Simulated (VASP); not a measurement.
# Si4C11 in VASP: further runs

The runs below take Si4C11 through single point, with PBE.

Everything below comes from runs of VASP 6.6.1. Logs are shortened: lines on timing, memory, paths and dates and some standing lists are left out, and cuts for length are marked.

## (1) The cell of the first run

The cell holds an amorphous packing of atoms, 15 atoms: a = 5.571 Å, b = 5.478 Å, c = 5.585 Å, α = 91.93°, β = 88.57°, γ = 86.53°.

## (2) Single point, PBE

The input, INCAR:

```
SYSTEM = Si4C11
PREC = Accurate
ENCUT = 520
EDIFF = 1E-6
ISMEAR = -1
SIGMA = 0.05
LREAL = Auto
LASPH = .TRUE.
NELM = 60
ALGO = Normal
ISIF = 2
LWAVE = .FALSE.
LCHARG = .TRUE.
GGA = PE
LELF = .TRUE.
LVHAR = .TRUE.
ISYM = 0
NBANDS = 43
```

The input, KPOINTS:

```
Automatic mesh
0
Gamma
  1 1 1
  0.25 0.25 0.25
```

The input, POSCAR:

```
Si4C11
1.0
    5.5684850000      0.1677970000      0.0711490000
    0.1677970000      5.4749150000     -0.0943290000
    0.0711490000     -0.0943290000      5.5837510000
C Si
11 4
Direct
    0.9538003423      0.9450986357      0.7308519432
    0.2366592499      0.5065816178      0.3912583617
    0.5944417172      0.0791347442      0.2162594227
    0.6265814641      0.6556837305      0.8759891596
    0.8336483238      0.6988789016      0.6832285865
    0.3534742664      0.1169283766      0.1391814206
    0.9617395807      0.1726308467      0.6357030043
    0.7086711075      0.6022412732      0.4314226362
    0.4151221968      0.6215054818      0.7645999009
    0.4477154943      0.5763018823      0.5062932553
    0.1838122836      0.3024450129      0.2306383783
    0.0964803298      0.4635039357      0.6888524191
    0.1713167102      0.8512857741      0.9801300099
    0.7429934740      0.7875394042      0.1645874900
    0.8387916661      0.2772785116      0.3366833902
```

Potentials or basis: VASP PAW PBE potentials, release 64 (C, Si).

Started as:

```sh
cat potpaw_PBE.64/C/POTCAR potpaw_PBE.64/Si/POTCAR > POTCAR
mpirun -np 1 vasp_std > vasp.out
```

OUTCAR:

```text
SYSTEM = Si4C11
   PREC = Accurate
   ENCUT = 520
   EDIFF = 1E-6
   ISMEAR = -1
   LREAL = Auto
   LASPH = .TRUE.
   NELM = 60
   ISIF = 2
   GGA = PE
   ISYM = 0

 ion  position               nearest neighbor table
   1  0.954  0.945  0.731-   7 1.37   5 1.56  13 1.93
   2  0.237  0.507  0.391-  10 1.42  11 1.46  12 1.85
   3  0.594  0.079  0.216-   6 1.43  14 1.77  15 1.91
   4  0.627  0.656  0.876-   9 1.37   5 1.59  14 1.89
   5  0.834  0.699  0.683-   1 1.56   4 1.59   8 1.67  12 1.89
   6  0.353  0.117  0.139-  11 1.42   3 1.43  13 2.02
   7  0.962  0.173  0.636-   1 1.37  12 1.82  15 1.91
   8  0.709  0.602  0.431-  10 1.52   5 1.67  14 1.84  15 1.93
   9  0.415  0.622  0.765-   4 1.37  10 1.46  12 2.07  13 2.12
  10  0.448  0.576  0.506-   2 1.42   9 1.46   8 1.52  12 2.31
  11  0.184  0.302  0.231-   6 1.42   2 1.46  15 2.01
  12  0.096  0.464  0.689-   7 1.82   2 1.85   5 1.89   9 2.07  10 2.31  15 2.67  13 2.69
  13  0.171  0.851  0.980-   1 1.93   6 2.02   9 2.12  14 2.62  12 2.69
  14  0.743  0.788  0.165-   3 1.77   8 1.84   4 1.89  13 2.62  15 2.90  15 3.01
  15  0.839  0.277  0.337-   3 1.91   7 1.91   8 1.93  11 2.01  12 2.67  14 2.90  14 3.01

IMPORTANT INFORMATION: All symmetrisations will be switched off!
NOSYMM: (Re-)initialisation of all symmetry stuff for point group C_1.

----------------------------------------------------------------------------------------

                                     Primitive cell

  volume of cell :     169.9950

  direct lattice vectors                    reciprocal lattice vectors
     5.568485000  0.167797000  0.071149000     0.179779798 -0.005551035 -0.002384558
     0.167797000  5.474915000 -0.094329000    -0.005551035  0.182875815  0.003160142
     0.071149000 -0.094329000  5.583751000    -0.002384558  0.003160142  0.179174851

  length of vectors
     5.571466881  5.478297915  5.585000928     0.179881282  0.182987333  0.179218581

  position of ions in fractional coordinates (direct lattice)
     0.953800342  0.945098636  0.730851943
     0.236659250  0.506581618  0.391258362
     0.594441717  0.079134744  0.216259423
     0.626581464  0.655683731  0.875989160
     0.833648324  0.698878902  0.683228587
     0.353474266  0.116928377  0.139181421
     0.961739581  0.172630847  0.635703004
     0.708671108  0.602241273  0.431422636
     0.415122197  0.621505482  0.764599901
     0.447715494  0.576301882  0.506293255
     0.183812284  0.302445013  0.230638378
     0.096480330  0.463503936  0.688852419
     0.171316710  0.851285774  0.980130010
     0.742993474  0.787539404  0.164587490
     0.838791666  0.277278512  0.336683390

  ion indices of the primitive-cell ions
   primitive index   ion index
                 1           1
                 2           2
                 3           3
                 4           4
                 5           5
                 6           6
                 7           7
                 8           8
                 9           9
                10          10
                11          11
                12          12
                13          13
                14          14
                15          15

----------------------------------------------------------------------------------------

 KPOINTS: Automatic mesh

Automatic generation of k-mesh.
 Grid dimensions read from file:
 generate k-points for:    1    1    1

 Generating k-lattice:

  Cartesian coordinates                     Fractional coordinates (reciprocal lattice)
     0.179779798 -0.005551035 -0.002384558     1.000000000  0.000000000  0.000000000
    -0.005551035  0.182875815  0.003160142    -0.000000000  1.000000000  0.000000000
    -0.002384558  0.003160142  0.179174851     0.000000000  0.000000000  1.000000000

  Length of vectors
     0.179881282  0.182987333  0.179218581

  Shift w.r.t. Gamma in fractional coordinates (k-lattice)
     0.250000000  0.250000000  0.250000000

 Subroutine IBZKPT returns following result:
 ===========================================

 Found      1 irreducible k-points:

 Following reciprocal coordinates:
            Coordinates               Weight
  0.250000  0.250000  0.250000      2.000000
   k-points           NKPTS =      1   k-points in BZ     NKDIM =      1   number of bands    NBANDS=     43
   number of dos      NEDOS =    301   number of ions     NIONS =     15
   total plane-waves  NPLWV =  74088
   dimension x,y,z NGX =    42 NGY =   42 NGZ =   42
   dimension x,y,z NGXF=    84 NGYF=   84 NGZF=   84
   ions per type =              11   4
   NGX,Y,Z   is equivalent  to a cutoff of  12.53, 12.75, 12.50 a.u.
   NGXF,Y,Z  is equivalent  to a cutoff of  25.06, 25.49, 25.00 a.u.
 SYSTEM =  Si4C11
   PREC   = accura    normal or accurate (medium, high low for compatibility)
   ISTART =      0    job   : 0-new  1-cont  2-samecut
   ICHARG =      2    charge: 1-file 2-atom 10-const
   ISPIN  =      1    spin polarized calculation?
   LNONCOLLINEAR =      F non collinear calculations
   LSORBIT =      F    spin-orbit coupling
   LASPH  =      T    aspherical Exc in radial PAW
   ENCUT  =  520.0 eV  38.22 Ry    6.18 a.u.  10.36 10.19 10.38*2*pi/ulx,y,z
   NELM   =     60;   NELMIN=  2; NELMDL= -5     # of ELM steps
   EDIFF  = 0.1E-05   stopping-criterion for ELM
   LREAL  =      T    real-space projection
   EDIFFG = 0.1E-04   stopping-criterion for IOM
   NSW    =      0    number of steps for IOM
   IBRION =     -1    ionic relax: 0-MD 1-quasi-New 2-CG
   NFREE  =      0    steps in history (QN), initial steepest desc. (CG)
   ISIF   =      2    stress and relaxation
   ISYM   =      0    0-nonsym 1-usesym 2-fastsym
   POTIM  = 0.5000    time-step for ionic-motion
   TEBEG  =    0.0;   TEEND  =   0.0 temperature during run
   PSTRESS=    0.0 pullay stress
   NELECT =      60.0000    total number of electrons
   NUPDOWN=      -1.0000    fix difference up-down
   EMIN   =  10.00;   EMAX   =-10.00  energy-range for DOS
   EFERMI =   0.00;   METHOD = LEGACY
   ISMEAR =    -1;   SIGMA  =   0.05  broadening in eV -4-tet -1-fermi 0-gaus
   EFERMI_NEDOS =   21; number of points for ismear=-14 and -15
   IALGO  =     38    algorithm
   IMIX   =      4    mixing-type and parameters
     AMIX     =   0.40;   BMIX     =  1.00
     AMIX_MAG =   1.60;   BMIX_MAG =  1.00
  volume/ion in A,a.u.               =      11.33        76.48
  Fermi-wavevector in a.u.,A,eV,Ry     =   1.156946  2.186312 18.211735  1.338525
  Thomas-Fermi vector in A             =   2.293562
   LORBIT       =      0    0 simple, 1 ext, 2 COOP (PROOUT), +10 PAW based schemes
   GGA     = PE    functional components
   LHFCALC =     F    Hartree Fock is set to
   AEXX    =    0.0000 exact exchange contribution
   IVDW    =     0    specifies the selected vdW correction
   LEPSILON=     F    determine dielectric tensor
   LRPA    =     F    only Hartree local field effects (RPA)
 non-spin polarized calculation
  energy-cutoff  :      520.00
  volume of cell :      169.99
 maximum number of plane-waves:      4584
 NGX is ok and might be reduce to    42
   NGX = 21   NGY = 21   NGZ = 21

 number of electron      60.0000003 magnetization

 Free energy of the ion-electron system (eV)
  ---------------------------------------------------
  ext. energy  EPLUGINS =         0.00000000
  ---------------------------------------------------
  free energy    TOTEN  =      -112.79898713 eV

  energy without entropy =     -112.79897816  energy(sigma->0) =     -112.79898264

 E-fermi :   5.7675     XC(G=0): -10.0860

 val. band max:        5.1362906289   @ k =   0.2500   0.2500   0.2500
 cond. band min:       6.3986930161   @ k =   0.2500   0.2500   0.2500
 fundamental gap:      1.2624023872
 Fermi energy:         5.7674917387

 k-point     1 :       0.2500    0.2500    0.2500
  band No.  band energies     occupation
      1     -12.3503      2.00000
      2     -10.7618      2.00000
      3      -9.7921      2.00000
      4      -8.7476      2.00000
      5      -8.4714      2.00000
      6      -7.9035      2.00000
[... 34 lines left out ...]
     41      11.4116      0.00000
     42      11.5799      0.00000
 [bands above 42 left out]

------------------------ aborting loop because EDIFF is reached ----------------------------------------

  FORCE on cell =-STRESS in cart. coord.  units (eV):
  Direction    XX          YY          ZZ          XY          YZ          ZX
  --------------------------------------------------------------------------------------
  -------------------------------------------------------------------------------------
  Total      -12.5662339     -0.5594095      0.1999634     -7.0652179     -1.3977828     -1.6496159
  in kB     -118.4348757     -5.2723510      1.8846251    -66.5886224    -13.1738940    -15.5473831
  external PRESSURE =     -40.6075339 kB  Pullay stress =       0.0000000 kB

 VOLUME and BASIS-vectors are now :
 -----------------------------------------------------------------------------
  energy-cutoff  :      520.00
  volume of cell :      169.99
      direct lattice vectors                 reciprocal lattice vectors
     5.568485000  0.167797000  0.071149000     0.179779798 -0.005551035 -0.002384558
     0.167797000  5.474915000 -0.094329000    -0.005551035  0.182875815  0.003160142
     0.071149000 -0.094329000  5.583751000    -0.002384558  0.003160142  0.179174851

 POSITION                                       TOTAL-FORCE (eV/Angst)
 -----------------------------------------------------------------------------------
      5.52181      5.26544      4.05961         0.570729      0.405789     -0.375593
      1.43067      2.77630      2.15374         1.076776     -1.288656      0.858047
      3.33880      0.51260      1.24237         0.378230      1.512654     -0.143876
      3.66146      3.61232      4.87404         2.114711      1.222276      0.739514
      4.80804      3.90174      3.80837        -1.186926      0.267610     -0.403690
      1.99784      0.68636      0.79127        -0.766266     -0.446104      0.024863
      5.42963      1.04655      3.60175        -0.759593     -2.274929      0.114212
      4.07797      3.37544      2.40257        -0.137735      0.131188      1.665677
      2.47029      3.40022      4.24024        -1.132359      0.064137      0.565082
      2.62582      3.18257      2.80451        -0.016249      0.493919     -1.726225
      1.09071      1.66495      1.27238        -0.295734      0.412096     -0.417788
      0.66403      2.48886      3.80952         0.125283      0.250715      0.078754
      1.16655      4.59701      5.40469        -0.293822      0.823989      0.465487
      4.28120      4.42086      0.89759         0.487032     -1.219640     -1.093547
      4.74128      1.62706      1.91348        -0.164076     -0.355044     -0.350917
 -----------------------------------------------------------------------------------
    total drift:                               -0.007375     -0.001300     -0.018754

  FREE ENERGIE OF THE ION-ELECTRON SYSTEM (eV)
  ---------------------------------------------------
  free  energy   TOTEN  =      -112.7989871287 eV

  energy  without entropy=     -112.7989781588  energy(sigma->0) =     -112.79898264
```

Wall time 10 s (1 thread of Intel Xeon 6975P-C (Granite Rapids), shared host); peak memory 0.24 GiB.

Results:

| Quantity | Value |
| --- | --- |
| Free energy | -112.7990 eV |
| Pressure | -4.1 GPa |
| Largest force | 2.552 eV/Å |
| Band gap on the k mesh | 1.26 eV |

Forces on the atoms (eV/Å):
```
C    0.571  0.406 -0.376
C    1.077 -1.289  0.858
C    0.378  1.513 -0.144
C    2.115  1.222  0.740
C   -1.187  0.268 -0.404
C   -0.766 -0.446  0.025
C   -0.760 -2.275  0.114
C   -0.138  0.131  1.666
C   -1.132  0.064  0.565
C   -0.016  0.494 -1.726
C   -0.296  0.412 -0.418
Si   0.125  0.251  0.079
Si  -0.294  0.824  0.465
Si   0.487 -1.220 -1.094
Si  -0.164 -0.355 -0.351
```

Stress tensor (GPa, compression positive):
```
-11.84  -6.66  -1.55
 -6.66  -0.53  -1.32
 -1.55  -1.32   0.19
```

Caveat: the k points lie up to 1.15 Å⁻¹ apart.

(Continued in part 2 of 2.)
